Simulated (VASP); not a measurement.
Write the native input for VASP 6.6.1 that does the following.

```
Task                   : single point
Functional             : LDA
Potentials or basis    : VASP PAW LDA potentials, release 64 (Cu, Al)
Cutoff                 : 520 eV
k mesh                 : 9 × 9 × 9
Occupations            : fermi-dirac, width 0.05 eV
Spin                   : no spin polarisation
Dipole correction      : no
Further INCAR settings : ALGO = Normal; EDIFF = 1e-06; NBANDS = 16
```

The structure of Al2Cu lies in POSCAR:

```
Al2Cu
1.0
   -2.0167106632      2.0167106632      2.8319585644
    2.0167106632     -2.0167106632      2.8319585644
    2.0167106632      2.0167106632     -2.8319585644
Cu Al
1 2
Direct
    0.5000000000      0.5000000000      0.0000000000
    0.2500000000      0.7500000000      0.5000000000
    0.7500000000      0.2500000000      0.5000000000
```

This cell differs from its parent crystal: volume scaled by 0.98.

The input as run:

INCAR

```
PREC = Accurate ; ENCUT = 520
EDIFF = 1E-6 ; ISMEAR = -1
SIGMA = 0.05 ; LREAL = F
LASPH = T ; NELM = 60
ALGO = Normal ; ISIF = 2
LWAVE = F ; LCHARG = T
LELF = T ; LVHAR = T
NBANDS = 16
```

KPOINTS

```
Automatic mesh
0
Gamma
  9 9 9
```

Potentials or basis: VASP PAW LDA potentials, release 64 (Cu, Al).

Launch:

```sh
$ cat potpaw_LDA.64/Cu/POTCAR potpaw_LDA.64/Al/POTCAR > POTCAR
$ mpirun -np 1 vasp_std > vasp.out
```

Results of the run:

| Item | Value |
| --- | --- |
| Pressure | -0.4 GPa |

Wall time 81 s on 1 thread of Intel(R) Xeon(R) Platinum 8375C CPU @ 2.90GHz (Ice Lake), on a shared host, peak memory 0.18 GiB.
